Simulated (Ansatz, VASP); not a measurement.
**Ga in VASP and in Ansatz**

File POSCAR:

```
Ga
1.0
    3.9088419701      0.0000000000      0.0000000000
   -1.9544209851      3.3851564455      0.0000000000
    0.0000000000      0.0000000000      4.4347120631
Ga
3
Direct
    0.2254000000      0.0000000000      0.3333333333
    0.0000000000      0.2254000000      0.6666666667
    0.7746000000      0.7746000000      0.0000000000
```

The input INCAR.step1:

```
SYSTEM = Ga
ALGO = Normal
EDIFF = 1E-4
ENCUT = 520
GGA = PE
ISMEAR = 0
LASPH = .True.
LCHARG = .False.
LREAL = .False.
LWAVE = .True.
NBANDS = 26
NELM = 60
PREC = Accurate
SIGMA = 0.1
```

Contents of INCAR.step2:

```
SYSTEM = Ga
ALGO = Normal
EDIFF = 1E-7
ENCUT = 520
ISIF = 2
ISMEAR = 0
ISTART = 1
LASPH = .True.
LCHARG = .False.
LMIXTAU = .True.
LREAL = .False.
LWAVE = .False.
METAGGA = R2SCAN
NBANDS = 26
NELM = 60
PREC = Accurate
SIGMA = 0.1
```

Contents of KPOINTS:

```
k-points
0
Gamma
  6 6 4
  0 0 0
```

Input for Ansatz:

```yaml
crystal:
  lattice:
    - [3.9088419701, 0.0, 0.0]
    - [-1.9544209851, 3.3851564455, 0.0]
    - [0.0, 0.0, 4.4347120631]
  atoms:
    - { symbol: Ga, position: [0.2254, 0.0, 0.3333333333] }
    - { symbol: Ga, position: [0.0, 0.2254, 0.6666666667] }
    - { symbol: Ga, position: [0.7746, 0.7746, 0.0] }
basis:
  ecutwfc: 500
kpoints:
  mp_grid: { grid: [6, 6, 4] }
hamiltonian:
  xc: r2scan
scf:
  occupations: { method: gaussian, width: 0.1 }
  lower_state_search: "off"
output:
  forces: true
  stress: true
  eigenvalues: true
```

Alike in both runs: task single point; functional r2SCAN; k mesh 6 × 6 × 4; occupations gaussian, width 0.1 eV; no spin polarisation.

```csv
,VASP,Ansatz
version,VASP 6.6.1,Ansatz 0.2.0
potentials or method,"VASP PAW PBE potentials, release 64 (Ga_d), cutoff 520 eV","scalar-relativistic, plane waves, PAW"
valence electrons in the cell,39,39
```

```csv
,VASP,Ansatz,Ansatz less VASP
gap on the k mesh at the Fermi level (eV),none,none,-
pressure (GPa),18.3,18.0,-0.31
"traceless stress, the component that is largest in VASP (GPa)",16.36,16.23,-0.132
rms of the force components (eV/Å),3.133,3.094,-0.0390
```

VASP's potentials were made for PBE, not for r2SCAN. Atom by atom the forces differ by 0.039 eV/Å (rms over components). A gap of «none» marks a metal or a gap that the smearing closes.
